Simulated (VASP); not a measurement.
Set up this calculation in VASP 6.6.1, as the native input.

```
Task                   : single point
Functional             : PBEsol
Potentials or basis    : VASP PAW PBE potentials, release 64 (Mo_sv, S)
Cutoff                 : 500 eV
k mesh                 : 8 × 8 × 2
Occupations            : gaussian, width 0.1 eV
Spin                   : no spin polarisation
Dipole correction      : no
Further INCAR settings : ALGO = Normal; EDIFF = 1e-06; NBANDS = 35
```

The structure of MoS2 lies in POSCAR:

```
MoS2
1.0
    3.1690000000      0.0000000000      0.0000000000
   -1.5845000000      2.7444350000      0.0000000000
    0.0000000000      0.0000000000     12.3240000000
Mo S
2 4
Direct
    0.3333333333      0.6666666667      0.2500000000
    0.6666666667      0.3333333333      0.7500000000
    0.3333333333      0.6666666667      0.6230000000
    0.6666666667      0.3333333333      0.1230000000
    0.3333333333      0.6666666667      0.8770000000
    0.6666666667      0.3333333333      0.3770000000
```

These files were run (other wordings do the same):

INCAR

```
SYSTEM = MoS2
ALGO     = Normal         ! electronic algorithm
EDIFF    = 1E-6           ! SCF threshold, eV
ENCUT    = 500            ! plane-wave cutoff, eV
GGA      = PS             ! functional
GGA_COMPAT= .FALSE.      
ISIF     = 2              ! what is computed and relaxed
ISMEAR   = 0              ! smearing method
LASPH    = .TRUE.         ! aspherical terms in the spheres
LCHARG   = .FALSE.        ! write CHGCAR
LREAL    = .FALSE.        ! projectors in reciprocal space
LWAVE    = .FALSE.        ! write WAVECAR
NBANDS   = 35             ! bands
NELM     = 120            ! most SCF steps
PREC     = Accurate       ! precision mode
SIGMA    = 0.1            ! smearing width, eV
```

KPOINTS

```
k-points
0
G
  8 8 2
  0 0 0
```

Potentials or basis: VASP PAW PBE potentials, release 64 (Mo_sv, S).

Run with:

```sh
$ cat potpaw_PBE.64/Mo_sv/POTCAR potpaw_PBE.64/S/POTCAR > POTCAR
$ mpirun -np 1 vasp_std > vasp.out
```

Results of the run:

- Pressure: -3.0 GPa
- Largest force: 0.311 eV/Å
- Band gap on the k mesh: 0.95 eV, indirect (least direct gap 1.94 eV)

Caveat: the PAW data sets were made with another functional, which shifts forces and pressure a little; this functional lacks dispersion, which binds the layers, so the pressure and a relaxed spacing across them are unreliable.

Wall time 80 s on 1 thread of Intel Xeon 8259CL (shared host), peak memory 0.24 GiB.
